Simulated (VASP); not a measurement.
Input of a VASP 6.6.1 run:

Contents of INCAR:

```
PREC = Accurate
ENCUT = 520
EDIFF = 1E-6
ISMEAR = 0
SIGMA = 0.15
LREAL = F
LASPH = T
NELM = 80
ALGO = Normal
ISIF = 2
LWAVE = F
LCHARG = F
GGA = PE
NBANDS = 16
```

The input KPOINTS:

```
regular mesh
0
Gamma
  14 14 14
```

The input POSCAR:

```
GaSb
1.0
    0.0000000000      3.0310899714      2.9511147613
    2.9511147613      0.0000000000      2.9511147613
    2.9511147613      3.0310899714      0.0000000000
Ga Sb
1 1
Direct
    0.0000000000      0.0000000000      0.0000000000
    0.7500000000      0.7500000000      0.7500000000
```

Potentials or basis: VASP PAW PBE potentials, release 64 (Ga_d, Sb).

Command:

```bash
$ cat potpaw_PBE.64/Ga_d/POTCAR potpaw_PBE.64/Sb/POTCAR > POTCAR
$ mpirun -np 1 vasp_std > vasp.out
```

**Question.** Estimate the pressure.

**Answer.** 7.8 GPa.

**Question.** What does it give for the band gap on the k mesh?

**Answer.** 0.51 eV (least direct gap 0.57 eV).

Stress tensor (GPa, compression positive):
```
8.24 0.00 0.00
0.00 7.01 0.00
0.00 0.00 8.24
```

Caveat: the cell stands under pressure; spin-orbit coupling is left out, which moves the levels of the heavy elements. Expect the measured gap to be larger: semilocal functionals such as PBE lack the derivative discontinuity.
